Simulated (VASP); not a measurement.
# SnTe (Pm-3m) in VASP: single point with PBE

Aim: the single point of SnTe with PBE.

All numbers are computed with VASP 6.6.1; they aren't measurements. Logs are shortened: lines on timing, memory, paths and dates and some standing lists are left out, and cuts for length are marked.

### 1 The cell of the first run

It takes space group Pm-3m (No. 221, cubic). The conventional cell has a = 3.905 Å, b = 3.905 Å, c = 3.905 Å, α = 90.00°, β = 90.00°, γ = 90.00°. Te (site symmetry m-3m) has 8 Sn at 3.38 Å and 6 Te at 3.90 Å within 4.4 Å. Within 4.4 Å of Sn (site symmetry m-3m) lie 8 Te at 3.38 Å and 6 Sn at 3.90 Å.

### 2 Single point, PBE

File INCAR:

```
SYSTEM = SnTe
PREC = Accurate ; ENCUT = 500
EDIFF = 1E-6 ; ISMEAR = 0
SIGMA = 0.01 ; LREAL = .FALSE.
LASPH = .TRUE. ; NELM = 120
ALGO = Normal ; ISIF = 2
LWAVE = .FALSE. ; LCHARG = .FALSE.
GGA = PE ; NBANDS = 17
GGA_COMPAT = .FALSE.
```

File KPOINTS:

```
Automatic mesh
0
G
  3 3 3
  0 0 0
```

File POSCAR:

```
SnTe
1.0
    3.9047000000      0.0000000000      0.0000000000
    0.0000000000      3.9047000000      0.0000000000
    0.0000000000      0.0000000000      3.9047000000
Te Sn
1 1
Direct
    0.5000000000      0.5000000000      0.5000000000
    0.0000000000      0.0000000000      0.0000000000
```

Potentials or basis: VASP PAW PBE potentials, release 64 (Te, Sn_d).

The run is started by

```sh
$ cat potpaw_PBE.64/Te/POTCAR potpaw_PBE.64/Sn_d/POTCAR > POTCAR
$ mpirun -np 1 vasp_std > vasp.out
```

OUTCAR:

```text
SYSTEM = SnTe
   PREC = Accurate
   ENCUT = 500
   EDIFF = 1E-6
   ISMEAR = 0
   LREAL = .FALSE.
   LASPH = .TRUE.
   NELM = 120
   ISIF = 2
   GGA = PE

 ion  position               nearest neighbor table
   1  0.500  0.500  0.500-   2 3.38   2 3.38   2 3.38   2 3.38   2 3.38   2 3.38   2 3.38   2 3.38

   2  0.000  0.000  0.000-   1 3.38   1 3.38   1 3.38   1 3.38   1 3.38   1 3.38   1 3.38   1 3.38

  LATTYP: Found a simple cubic cell.
 ALAT       =     3.9047000000

  Lattice vectors:

 A1 = (   3.9047000000,   0.0000000000,   0.0000000000)
 A2 = (   0.0000000000,   3.9047000000,   0.0000000000)
 A3 = (   0.0000000000,   0.0000000000,   3.9047000000)

Analysis of symmetry for initial positions (statically):
=====================================================================
 Subroutine PRICEL returns:
 Original cell was already a primitive cell.

 Routine SETGRP: Setting up the symmetry group for a
 simple cubic supercell.

 Subroutine GETGRP returns: Found 48 space group operations
 (whereof 48 operations were pure point group operations)
 out of a pool of 48 trial point group operations.

The static configuration has the point symmetry O_h .

Analysis of symmetry for dynamics (positions and initial velocities):
=====================================================================
 Subroutine PRICEL returns:
 Original cell was already a primitive cell.

 Routine SETGRP: Setting up the symmetry group for a
 simple cubic supercell.

 Subroutine GETGRP returns: Found 48 space group operations
 (whereof 48 operations were pure point group operations)
 out of a pool of 48 trial point group operations.

The dynamic configuration has the point symmetry O_h .

 Subroutine INISYM returns: Found 48 space group operations
 (whereof 48 operations are pure point group operations),
 and found     1 'primitive' translations

----------------------------------------------------------------------------------------

                                     Primitive cell

  volume of cell :      59.5337

  direct lattice vectors                    reciprocal lattice vectors
     3.904700000  0.000000000  0.000000000     0.256101621  0.000000000  0.000000000
     0.000000000  3.904700000  0.000000000     0.000000000  0.256101621  0.000000000
     0.000000000  0.000000000  3.904700000     0.000000000  0.000000000  0.256101621

  length of vectors
     3.904700000  3.904700000  3.904700000     0.256101621  0.256101621  0.256101621

  position of ions in fractional coordinates (direct lattice)
[... 57 lines left out ...]
   NELM   =    120;   NELMIN=  2; NELMDL= -5     # of ELM steps
   EDIFF  = 0.1E-05   stopping-criterion for ELM
   LREAL  =      F    real-space projection
   EDIFFG = 0.1E-04   stopping-criterion for IOM
   NSW    =      0    number of steps for IOM
   IBRION =     -1    ionic relax: 0-MD 1-quasi-New 2-CG
   NFREE  =      0    steps in history (QN), initial steepest desc. (CG)
   ISIF   =      2    stress and relaxation
   ISYM   =      2    0-nonsym 1-usesym 2-fastsym
   POTIM  = 0.5000    time-step for ionic-motion
   TEBEG  =    0.0;   TEEND  =   0.0 temperature during run
   PSTRESS=    0.0 pullay stress
   NELECT =      20.0000    total number of electrons
   NUPDOWN=      -1.0000    fix difference up-down
   EMIN   =  10.00;   EMAX   =-10.00  energy-range for DOS
   EFERMI =   0.00;   METHOD = LEGACY
   ISMEAR =     0;   SIGMA  =   0.01  broadening in eV -4-tet -1-fermi 0-gaus
   EFERMI_NEDOS =   21; number of points for ismear=-14 and -15
   IALGO  =     38    algorithm
   IMIX   =      4    mixing-type and parameters
     AMIX     =   0.40;   BMIX     =  1.00
     AMIX_MAG =   1.60;   BMIX_MAG =  1.00
  volume/ion in A,a.u.               =      29.77       200.88
  Fermi-wavevector in a.u.,A,eV,Ry     =   1.138057  2.150615 17.621893  1.295173
  Thomas-Fermi vector in A             =   2.274761
   LORBIT       =      0    0 simple, 1 ext, 2 COOP (PROOUT), +10 PAW based schemes
   GGA     = PE    functional components
   LHFCALC =     F    Hartree Fock is set to
   AEXX    =    0.0000 exact exchange contribution
   IVDW    =     0    specifies the selected vdW correction
   LEPSILON=     F    determine dielectric tensor
   LRPA    =     F    only Hartree local field effects (RPA)
 non-spin polarized calculation
 Gauss-broadening in eV      SIGMA  =   0.01
  energy-cutoff  :      500.00
  volume of cell :       59.53
 maximum number of plane-waves:      1514
   NGX = 15   NGY = 15   NGZ = 15

 number of electron      19.9999991 magnetization

 Free energy of the ion-electron system (eV)
  ---------------------------------------------------
  ext. energy  EPLUGINS =         0.00000000
  ---------------------------------------------------
  free energy    TOTEN  =        -6.90971220 eV

  energy without entropy =       -6.90971220  energy(sigma->0) =       -6.90971220

 E-fermi :   7.1313     XC(G=0):  -9.8470

 val. band max:        6.9963981553   @ k =   0.3333   0.3333   0.0000
 cond. band min:       7.5647722490   @ k =   0.3333   0.3333   0.3333
 fundamental gap:      0.5683740938
 Fermi energy:         7.1312822111

 k-point     1 :       0.0000    0.0000    0.0000
  band No.  band energies     occupation
      1     -14.6784      2.00000
      2     -14.6784      2.00000
      3     -14.6378      2.00000
      4     -14.6378      2.00000
      5     -14.6378      2.00000
      6      -5.1639      2.00000
[... 57 lines left out ...]
      4     -14.6404      2.00000
      5     -14.6404      2.00000
      6      -3.1615      2.00000
[... 9 lines left out ...]
     16      17.5420      0.00000
     17      19.1919      0.00000

------------------------ aborting loop because EDIFF is reached ----------------------------------------

  FORCE on cell =-STRESS in cart. coord.  units (eV):
  Direction    XX          YY          ZZ          XY          YZ          ZX
  --------------------------------------------------------------------------------------
  -------------------------------------------------------------------------------------
  Total        0.6033951      0.6033951      0.6033951      0.0000000     -0.0000000      0.0000000
  in kB       16.2386289     16.2386289     16.2386289      0.0000000     -0.0000000      0.0000000
  external PRESSURE =      16.2386289 kB  Pullay stress =       0.0000000 kB

 VOLUME and BASIS-vectors are now :
 -----------------------------------------------------------------------------
  energy-cutoff  :      500.00
  volume of cell :       59.53
      direct lattice vectors                 reciprocal lattice vectors
     3.904700000  0.000000000  0.000000000     0.256101621  0.000000000  0.000000000
     0.000000000  3.904700000  0.000000000     0.000000000  0.256101621  0.000000000
     0.000000000  0.000000000  3.904700000     0.000000000  0.000000000  0.256101621

 POSITION                                       TOTAL-FORCE (eV/Angst)
 -----------------------------------------------------------------------------------
      1.95235      1.95235      1.95235         0.000000      0.000000      0.000000
      0.00000      0.00000      0.00000         0.000000      0.000000      0.000000
 -----------------------------------------------------------------------------------
    total drift:                               -0.000000      0.000000     -0.000000

  FREE ENERGIE OF THE ION-ELECTRON SYSTEM (eV)
  ---------------------------------------------------
  free  energy   TOTEN  =        -6.9097121976 eV

  energy  without entropy=       -6.9097121976  energy(sigma->0) =       -6.90971220
```

OSZICAR:

```text
N       E                     dE             d eps       ncg     rms          rms(c)
DAV:   1     0.126008949354E+03    0.12601E+03   -0.96101E+03   137   0.130E+03
DAV:   2     0.373395742556E+01   -0.12227E+03   -0.11942E+03   144   0.341E+02
DAV:   3    -0.677388875742E+01   -0.10508E+02   -0.10459E+02   178   0.869E+01
DAV:   4    -0.705075310006E+01   -0.27686E+00   -0.27667E+00   166   0.146E+01
DAV:   5    -0.706224594275E+01   -0.11493E-01   -0.11488E-01   207   0.278E+00    0.483E+00
DAV:   6    -0.690941361729E+01    0.15283E+00   -0.42191E-01   192   0.359E+00    0.315E+00
DAV:   7    -0.690917061213E+01    0.24301E-03   -0.78383E-02   160   0.116E+00    0.107E+00
DAV:   8    -0.690958117556E+01   -0.41056E-03   -0.80919E-03   175   0.665E-01    0.277E-01
DAV:   9    -0.690974910853E+01   -0.16793E-03   -0.16025E-03   174   0.230E-01    0.692E-02
DAV:  10    -0.690970919774E+01    0.39911E-04   -0.17322E-04   183   0.764E-02    0.358E-02
DAV:  11    -0.690971221929E+01   -0.30215E-05   -0.27949E-05   151   0.293E-02    0.239E-02
DAV:  12    -0.690971219760E+01    0.21691E-07   -0.18762E-06   135   0.703E-03
   1 F= -.69097122E+01 E0= -.69097122E+01  d E =-.242644E-81
```

It took 4.7 s on 1 thread of AMD EPYC 9R45 (Zen 5), shared host; peak memory 0.12 GiB.

What came out:

| Item | Value |
| --- | --- |
| Free energy | -6.9097 eV |
| Pressure | 1.6 GPa |
| Band gap on the k mesh | 0.57 eV, indirect (least direct gap 2.11 eV) |

Levels at points of the mesh, in eV from the valence-band top:
```csv
k point,band 6,band 7,band 8,band 9,band 10,band 11,band 12,band 13,band 14,band 15
"(0.00, 0.00, 0.00)",-12.16,-5.25,-1.61,-1.61,-1.61,3.68,3.68,5.41,5.41,5.41
```

Caveat: the k points lie up to 0.54 Å⁻¹ apart; spin-orbit coupling is left out, which moves the levels of the heavy elements. A k mesh can miss the band edges.
